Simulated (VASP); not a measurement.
Write the native input for VASP 6.6.1 that does the following.

| Quantity | Value |
| --- | --- |
| Task | single point |
| Functional | PBE |
| Potentials or basis | VASP PAW PBE potentials, release 64 (O, H, F) |
| Cutoff | 520 eV |
| k mesh | 1 × 1 × 1 |
| Occupations | fermi-dirac, width 0.02 eV |
| Spin | no spin polarisation |
| Dipole correction | no |
| Further INCAR settings | ALGO = Normal; EDIFF = 1e-06; NBANDS = 55 |

The structure of H17O8F lies in POSCAR:

```
H17O8F
1.0
    6.4950650000      0.0000000000      0.0000000000
    0.0000000000      6.4950650000      0.0000000000
    0.0000000000      0.0000000000      6.4950650000
O H F
8 17 1
Direct
    0.2343317580      0.8076747500      0.3589956375
    0.5741435998      0.4403497117      0.3349004206
    0.2692505772     -0.0557346231      0.8280286648
    0.9171578729      0.6320491019      1.1350309812
    0.5379468874      1.1211743070      0.5757602118
    0.5650135911      0.9094135317      1.1535219432
    0.4646912694      0.3514976371      0.9395902889
    0.1112536980      0.2136699171      0.1474042215
    0.3717283815      0.8166661919      0.2817985655
    0.2018763477      0.9611605119      0.3692957653
    0.7051045679      0.5061535181      0.3062017085
    0.5259377697      0.3927135448      0.1995361093
    0.3559471691      0.0092377828      0.7202699280
    0.2337774911     -0.2019225366      0.7979134928
    0.9440706136      0.4827665312      1.1137840807
    1.0362174974      0.6939576432      1.1878557028
    0.5307722094      1.2481168395      0.4837826873
    0.6113718646      1.0180652542      0.4830898536
    0.6781302420      0.8084753578      1.1228525042
    0.5027047458      0.9444401249      1.0186811063
    0.3980714589      0.4275245898      0.8291987840
    0.5454602841      0.2508827856      0.8610075496
    0.0597376624      0.0974124200      0.0638484757
    0.2240470265      0.2754244954      0.0734095810
    0.2249862011      0.6824566036      0.5106800317
    0.2063412760      0.5823806228      0.6384385684
```

These files were run (other wordings do the same):

INCAR

```
SYSTEM = H17O8F
ALGO = Normal
EDIFF = 1E-6
ENCUT = 520
GGA = PE
GGA_COMPAT = .False.
ISIF = 2
ISMEAR = -1
LASPH = .True.
LCHARG = .False.
LREAL = .False.
LWAVE = .False.
NBANDS = 55
NELM = 120
PREC = Accurate
SIGMA = 0.02
```

KPOINTS

```
k-points
0
Gamma
  1 1 1
  0 0 0
```

Potentials or basis: VASP PAW PBE potentials, release 64 (O, H, F).

Launch:

```console
$ cat potpaw_PBE.64/O/POTCAR potpaw_PBE.64/H/POTCAR potpaw_PBE.64/F/POTCAR > POTCAR
$ mpirun -np 1 vasp_gam > vasp.out
```

It gave:

```
Pressure      : 0.1 GPa
Largest force : 3.132 eV/Å
```

Caveat: the k points lie up to 0.97 Å⁻¹ apart.

Wall time 17 s on 1 thread of AMD EPYC 9R45 96-Core Processor (Zen 5), on a shared host, peak memory 0.27 GiB.
